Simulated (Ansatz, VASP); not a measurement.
**Two plane-wave programs on GaN**

```
Ga N
1.0
     2.91019    0.00000    0.00000
    -1.45510    2.52030    0.00000
     0.00000    0.00000    4.74374
Ga N
2 2
Direct
  0.66667 0.33333 0.03521
  0.33333 0.66667 0.53521
  0.66667 0.33333 0.58979
  0.33333 0.66667 0.08979
```

Alike in both runs: task single point; functional PBE; k mesh 9 × 9 × 4; occupations gaussian, width 0.1 eV; no spin polarisation.

|  | VASP | Ansatz |
| --- | --- | --- |
| version | VASP 6.6.1 | Ansatz 0.2.0 |
| potentials or method | VASP PAW PBE potentials, release 64 (Ga_d, N), cutoff 520 eV | scalar-relativistic, plane waves, PAW |
| valence electrons in the cell | 36 | 36 |

Ansatz gave:

* gap on the k mesh at the Fermi level (eV): 4.04
* least direct gap on the mesh (eV): 4.04
* pressure (GPa): 114.5
* traceless stress, the component that is largest in VASP (GPa): -67.07
* rms of the force components (eV/Å): 1.511

Q: Which values does VASP return?

A: gap on the k mesh at the Fermi level (eV): 4.07; least direct gap on the mesh (eV): 4.07; pressure (GPa): 113.2; traceless stress, the component that is largest in VASP (GPa): -65.18; rms of the force components (eV/Å): 1.475.

Atom by atom the forces differ by 0.035 eV/Å (rms over components). Both programs put the cell under a high pressure, so it lies far from rest at this level. With one functional, cell and mesh, what is left measures potentials, basis and numerics.

Noted on VASP's run: the cell as given lies far from equilibrium.
